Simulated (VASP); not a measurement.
# Be (P1) in VASP: relaxation of cell and atoms with PBEsol

Aim: the relaxation of cell and atoms of Be with PBEsol.

Program: VASP 6.6.1. These are calculated values, not measurements. Logs are shortened: lines on timing, memory, paths and dates and some standing lists are left out, and cuts for length are marked.

## Step 1: The cell of the first run

The typed cell holds 8 atoms: a = 3.991 Å, b = 3.970 Å, c = 4.036 Å, α = 91.01°, β = 88.85°, γ = 89.97°.

## Step 2: Relaxation of cell and atoms, PBEsol

The input, INCAR:

```
  ALGO = Normal
  EDIFF = 1E-6
  EDIFFG = -0.015
  ENCUT = 600
  GGA = PS
  IBRION = 2
  ISIF = 3
  ISMEAR = 0
  LASPH = T
  LCHARG = F
  LREAL = F
  LWAVE = F
  NELM = 100
  NSW = 100
  PREC = Accurate
  SIGMA = 0.1
```

The input, KPOINTS:

```
k-points
0
Gamma
  6 6 6
```

The input, POSCAR:

```
Be
1.0
    3.9905810759      0.0011769846      0.0401309068
    0.0011769846      3.9699093159     -0.0353044347
    0.0401309068     -0.0353044347      4.0353473360
Be
8
Direct
    0.4966330482      0.5069509824      0.5103406684
    0.9853622669     -0.0070589561      0.0151814428
    0.2607026911      0.0223982171      0.4841387859
    0.5077042451      0.2452579904     -0.0017854288
    0.4890132573      0.7335967610     -0.0123951546
    0.7350731594     -0.0042562026      0.4965909156
    0.0153947922      0.5086916105      0.7552928552
    0.0101165398      0.4944195972      0.2526359156
```

Potentials or basis: VASP PAW PBE potentials, release 64 (Be).

Started as:

```
$ cat potpaw_PBE.64/Be/POTCAR > POTCAR
$ mpirun -np 1 vasp_std > vasp.out
```

OUTCAR:

```text
EDIFF = 1E-6
   EDIFFG = -0.015
   ENCUT = 600
   GGA = PS
   IBRION = 2
   ISIF = 3
   ISMEAR = 0
   LASPH = T
   LREAL = F
   NELM = 100
   NSW = 100
   PREC = Accurate

 ion  position               nearest neighbor table
   1  0.497  0.507  0.510-   5 2.11   7 2.14   3 2.14   6 2.16   8 2.22   6 2.24   4 2.24   3 2.26
                             8 2.28   4 2.30   5 2.31   7 2.31
   2  0.985  0.993  0.015-   4 2.16   6 2.17   7 2.18   8 2.20   3 2.21   8 2.22   5 2.24   5 2.26
                             4 2.31   7 2.32   6 2.34
   3  0.261  0.022  0.484-   6 1.90   6 2.10   1 2.14   2 2.21   1 2.26   8 2.34   4 2.36
   4  0.508  0.245  0.998-   5 1.94   5 2.03   2 2.16   1 2.24   1 2.30   2 2.31   3 2.36
   5  0.489  0.734  0.988-   4 1.94   4 2.03   1 2.11   2 2.24   2 2.26   7 2.30   1 2.31   8 2.38

   6  0.735  0.996  0.497-   3 1.90   3 2.10   1 2.16   2 2.17   1 2.24   2 2.34
   7  0.015  0.509  0.755-   8 2.01   8 2.03   1 2.14   2 2.18   5 2.30   1 2.31   2 2.32
   8  0.010  0.494  0.253-   7 2.01   7 2.03   2 2.20   2 2.22   1 2.22   1 2.28   3 2.34   5 2.38

  LATTYP: Found a triclinic cell.
 ALAT       =     5.6186423403
 B/A-ratio  =     0.7102753279
 C/A-ratio  =     0.7065882162
 COS(alpha) =     0.0005019401
 COS(beta)  =     0.0130243615
 COS(gamma) =     0.6959128717

  Lattice vectors:

 A1 = (  -3.9504501691,  -0.0364814193,   3.9952164292)
 A2 = (  -3.9905810759,  -0.0011769846,  -0.0401309068)
 A3 = (  -0.0011769846,  -3.9699093159,   0.0353044347)

Analysis of symmetry for initial positions (statically):
=====================================================================
 Subroutine PRICEL returns:
 Original cell was already a primitive cell.

 Routine SETGRP: Setting up the symmetry group for a
 triclinic supercell.

 Subroutine GETGRP returns: Found  1 space group operations
 (whereof  1 operations were pure point group operations)
 out of a pool of  2 trial point group operations.

The static configuration has the point symmetry C_1 .

Analysis of symmetry for dynamics (positions and initial velocities):
=====================================================================
 Subroutine PRICEL returns:
 Original cell was already a primitive cell.

 Routine SETGRP: Setting up the symmetry group for a
 triclinic supercell.

 Subroutine GETGRP returns: Found  1 space group operations
 (whereof  1 operations were pure point group operations)
 out of a pool of  2 trial point group operations.

The dynamic configuration has the point symmetry C_1 .

 Subroutine INISYM returns: Found  1 space group operations
 (whereof  1 operations are pure point group operations),
 and found     1 'primitive' translations

----------------------------------------------------------------------------------------

                                     Primitive cell

  volume of cell :      63.9176

  direct lattice vectors                    reciprocal lattice vectors
     3.990581076  0.001176985  0.040130907     0.250615173 -0.000096473 -0.002493173
     0.001176985  3.969909316 -0.035304435    -0.000096473  0.251914560  0.002204909
     0.040130907 -0.035304435  4.035347336    -0.002493173  0.002204909  0.247854227

  length of vectors
     3.990783031  3.970066469  4.035701304     0.250627593  0.251924227  0.247876573

  position of ions in fractional coordinates (direct lattice)
     0.496633048  0.506950982  0.510340668
     0.985362267  0.992941044  0.015181443
     0.260702691  0.022398217  0.484138786
     0.507704245  0.245257990  0.998214571
     0.489013257  0.733596761  0.987604845
     0.735073159  0.995743797  0.496590916
     0.015394792  0.508691611  0.755292855
     0.010116540  0.494419597  0.252635916

  ion indices of the primitive-cell ions
   primitive index   ion index
                 1           1
                 2           2
                 3           3
                 4           4
                 5           5
                 6           6
                 7           7
                 8           8

[... 22 lines left out ...]
 ===========================================

 Found    112 irreducible k-points:

 Following reciprocal coordinates:
            Coordinates               Weight
  0.000000  0.000000  0.000000      1.000000
  0.166667 -0.000000  0.000000      2.000000
  0.333333 -0.000000  0.000000      2.000000
  0.500000  0.000000  0.000000      1.000000
 -0.000000  0.166667  0.000000      2.000000
  0.166667  0.166667  0.000000      2.000000
[... 16 lines left out ...]
  0.333333  0.000000  0.166667      2.000000
  0.500000  0.000000  0.166667      2.000000
 [... further k-points ...]
   k-points           NKPTS =    112   k-points in BZ     NKDIM =    112   number of bands    NBANDS=     13
   number of dos      NEDOS =    301   number of ions     NIONS =      8
   total plane-waves  NPLWV =  32768
   dimension x,y,z NGX =    32 NGY =   32 NGZ =   32
   dimension x,y,z NGXF=    64 NGYF=   64 NGZF=   64
   ions per type =               8
   NGX,Y,Z   is equivalent  to a cutoff of  13.33, 13.40, 13.18 a.u.
   NGXF,Y,Z  is equivalent  to a cutoff of  26.66, 26.80, 26.36 a.u.
 SYSTEM =  unknown system
   PREC   = accura    normal or accurate (medium, high low for compatibility)
   ISTART =      0    job   : 0-new  1-cont  2-samecut
   ICHARG =      2    charge: 1-file 2-atom 10-const
   ISPIN  =      1    spin polarized calculation?
   LNONCOLLINEAR =      F non collinear calculations
   LSORBIT =      F    spin-orbit coupling
   LASPH  =      T    aspherical Exc in radial PAW
   ENCUT  =  600.0 eV  44.10 Ry    6.64 a.u.   7.97  7.93  8.06*2*pi/ulx,y,z
   NELM   =    100;   NELMIN=  2; NELMDL= -5     # of ELM steps
   EDIFF  = 0.1E-05   stopping-criterion for ELM
   LREAL  =      F    real-space projection
   EDIFFG = -.1E-01   stopping-criterion for IOM
   NSW    =    100    number of steps for IOM
   IBRION =      2    ionic relax: 0-MD 1-quasi-New 2-CG
   NFREE  =      1    steps in history (QN), initial steepest desc. (CG)
   ISIF   =      3    stress and relaxation
   ISYM   =      2    0-nonsym 1-usesym 2-fastsym
   POTIM  = 0.5000    time-step for ionic-motion
   TEBEG  =    0.0;   TEEND  =   0.0 temperature during run
   PSTRESS=    0.0 pullay stress
   NELECT =      16.0000    total number of electrons
   NUPDOWN=      -1.0000    fix difference up-down
   EMIN   =  10.00;   EMAX   =-10.00  energy-range for DOS
   EFERMI =   0.00;   METHOD = LEGACY
   ISMEAR =     0;   SIGMA  =   0.10  broadening in eV -4-tet -1-fermi 0-gaus
   EFERMI_NEDOS =   21; number of points for ismear=-14 and -15
   IALGO  =     38    algorithm
   IMIX   =      4    mixing-type and parameters
     AMIX     =   0.40;   BMIX     =  1.00
     AMIX_MAG =   1.60;   BMIX_MAG =  1.00
  volume/ion in A,a.u.               =       7.99        53.92
  Fermi-wavevector in a.u.,A,eV,Ry     =   1.031751  1.949726 14.483527  1.064509
  Thomas-Fermi vector in A             =   2.165914
   LORBIT       =      0    0 simple, 1 ext, 2 COOP (PROOUT), +10 PAW based schemes
   GGA     = PS    functional components
   LHFCALC =     F    Hartree Fock is set to
   AEXX    =    0.0000 exact exchange contribution
   IVDW    =     0    specifies the selected vdW correction
   LEPSILON=     F    determine dielectric tensor
   LRPA    =     F    only Hartree local field effects (RPA)
 conjugate gradient relaxation of ions
 non-spin polarized calculation
 Gauss-broadening in eV      SIGMA  =   0.10
  energy-cutoff  :      600.00
  volume of cell :       63.92
 maximum number of plane-waves:      2168
   NGX = 15   NGY = 15   NGZ = 17

--------------------------------------- Ionic step        1  -------------------------------------------

 number of electron      16.0000000 magnetization

 Free energy of the ion-electron system (eV)
  ---------------------------------------------------
  ext. energy  EPLUGINS =         0.00000000
  ---------------------------------------------------
  free energy    TOTEN  =       -30.88820161 eV

  energy without entropy =      -30.88073931  energy(sigma->0) =      -30.88447046

------------------------ aborting loop because EDIFF is reached ----------------------------------------

  FORCE on cell =-STRESS in cart. coord.  units (eV):
  Direction    XX          YY          ZZ          XY          YZ          ZX
  --------------------------------------------------------------------------------------
  -------------------------------------------------------------------------------------
  Total        1.0398356      0.7801484      0.0066842      0.0145581      1.3514176     -0.7433846
  in kB       26.0648313     19.5554338      0.1675490      0.3649174     33.8750377    -18.6339017
  external PRESSURE =      15.2626047 kB  Pullay stress =       0.0000000 kB
[... 107 lines left out ...]
  FREE ENERGIE OF THE ION-ELECTRON SYSTEM (eV)
  ---------------------------------------------------
  free  energy   TOTEN  =       -31.0482275489 eV

  energy  without entropy=      -31.0380137730  energy(sigma->0) =      -31.04312066

[... ionic steps 4 to 49 ...]

--------------------------------------- Ionic step       50  -------------------------------------------

 number of electron      16.0000000 magnetization

------------------------ aborting loop because EDIFF is reached ----------------------------------------
[... 79 lines left out ...]
--------------------------------------- Ionic step       52  -------------------------------------------

 number of electron      16.0000000 magnetization

 Free energy of the ion-electron system (eV)
  ---------------------------------------------------
  ext. energy  EPLUGINS =         0.00000000
  ---------------------------------------------------
  free energy    TOTEN  =       -31.66397973 eV

  energy without entropy =      -31.66320980  energy(sigma->0) =      -31.66359477

 E-fermi :   6.4919     XC(G=0): -10.4864

 val. band max:        6.2454446858   @ k =  -0.1667   0.0000   0.1667
 cond. band min:       6.5099479191   @ k =  -0.3333  -0.3333   0.3333
 fundamental gap:      0.2645032333
 Fermi energy:         6.4919284656

 k-point     1 :       0.0000    0.0000    0.0000
  band No.  band energies     occupation
      1      -4.4137      2.00000
      2       1.4335      2.00000
      3       1.4345      2.00000
      4       2.6826      2.00000
      5       3.0679      2.00000
      6       3.0685      2.00000
      7       3.3533      2.00000
      8       6.8088      0.00001
      9       6.8122      0.00001
     10       7.2860      0.00000
     11       7.2875      0.00000
     12      11.1511      0.00000
     13      12.5211      0.00000
[... 354 lines left out ...]
  band No.  band energies     occupation
      1      -2.6256      2.00000
      2      -2.3714      2.00000
      3       1.4086      2.00000
      4       2.3685      2.00000
      5       2.9084      2.00000
      6       3.7642      2.00000
      7       3.9651      2.00000
      8       5.4702      2.00000
      9       7.2506      0.00000
     10       8.6436      0.00000
     11       9.1642      0.00000
     12       9.8937      0.00000
     13      10.5617      0.00000

 [... further k-points ...]
[... 5 lines left out ...]
  --------------------------------------------------------------------------------------
  -------------------------------------------------------------------------------------
  Total        0.0017250     -0.0030032     -0.0060941      0.0025868      0.0026697     -0.0082487
  in kB        0.0424502     -0.0739069     -0.1499701      0.0636576      0.0656978     -0.2029922
  external PRESSURE =      -0.0604756 kB  Pullay stress =       0.0000000 kB
[... 23 lines left out ...]
  FREE ENERGIE OF THE ION-ELECTRON SYSTEM (eV)
  ---------------------------------------------------
  free  energy   TOTEN  =       -31.6639797334 eV

  energy  without entropy=      -31.6632098037  energy(sigma->0) =      -31.66359477

 reached required accuracy - stopping structural energy minimisation
```

Run time: 39 min. Hardware: 1 thread of Intel Xeon Platinum 8375C at 2.90GHz (Ice Lake), shared host; peak memory 0.24 GiB.

What came out:

* Free energy: -31.6640 eV
* Relaxed volume: 8.14 Å³/atom
* Relaxed cell: a = 4.043 Å, b = 4.043 Å, c = 4.044 Å, α = 84.43°, β = 84.42°, γ = 95.57°
* Space group after relaxing (to 0.05 Å): R32 (No. 155)
* Energy gained by relaxing: 97.0 meV/atom
* Ionic steps: 52
* Pressure after relaxing: 0.0 GPa
* Largest force after relaxing: 0.013 eV/Å
* Band gap on the k mesh: zero (band 8 reaches 7.41 eV, above the bottom of band 9 at 5.45 eV)

Forces in eV/Å, atoms in the order of the input:
```
Be   0.006  0.010 -0.007
Be  -0.007 -0.009  0.006
Be  -0.003  0.006 -0.001
Be  -0.002 -0.002 -0.006
Be  -0.002  0.000 -0.001
Be  -0.001  0.003  0.007
Be   0.007 -0.001  0.000
Be   0.001 -0.007  0.002
```

The path:
```tsv
step	energy change (eV)	largest force (eV/Å)	pressure (GPa)	volume (Å³)
1	0.0000	1.3910	1.53	63.92
3	-0.1600	0.4800	-0.39	64.58
5	-0.2071	0.2514	-0.40	64.44
7	-0.2164	0.1923	0.19	64.09
9	-0.2204	0.0668	0.16	64.10
11	-0.2219	0.0515	-0.23	64.31
13	-0.2229	0.0460	0.14	64.10
15	-0.2248	0.0854	0.24	64.04
17	-0.2260	0.2513	0.40	63.95
19	-0.2270	0.2766	0.42	63.95
21	-0.2320	0.3750	0.53	63.91
23	-0.2599	0.7519	1.62	63.74
25	-0.2784	0.8609	2.16	63.67
27	-0.2843	0.9921	2.57	63.60
29	-0.2847	1.0237	2.66	63.59
31	-0.2859	1.0565	2.74	63.59
33	-0.2919	1.0440	2.69	63.62
35	-0.3153	1.0190	2.48	63.72
37	-0.4009	0.9682	1.67	64.13
39	-0.5763	0.7917	-0.83	65.70
41	-0.7140	0.4779	-0.82	65.55
43	-0.7403	0.4096	-0.58	65.46
45	-0.7692	0.1443	0.46	64.87
47	-0.7742	0.0629	-0.06	65.14
49	-0.7753	0.0365	-0.02	65.12
51	-0.7757	0.0167	0.03	65.08
52	-0.7758	0.0133	-0.01	65.11
```

Final structure:
```yaml
crystal:
  lattice:
    - [4.03342, -0.19967, 0.20222]
    - [-0.20415, 4.03304, 0.20455]
    - [0.20145, 0.19885, 4.03361]
  atoms:
    - { symbol: Be, position: [0.48462, 0.48447, 0.51543] }
    - { symbol: Be, position: [0.01519, 0.01529, 0.98485] }
    - { symbol: Be, position: [0.25015, 0.93840, 0.43863] }
    - { symbol: Be, position: [0.56142, 0.25009, 0.06156] }
    - { symbol: Be, position: [0.45027, 0.75009, 0.95012] }
    - { symbol: Be, position: [0.75017, 0.04973, 0.54953] }
    - { symbol: Be, position: [0.93840, 0.56144, 0.74998] }
    - { symbol: Be, position: [0.04978, 0.45051, 0.24990] }
```

Caveat: the PAW data sets were made with another functional, which shifts forces and pressure a little.
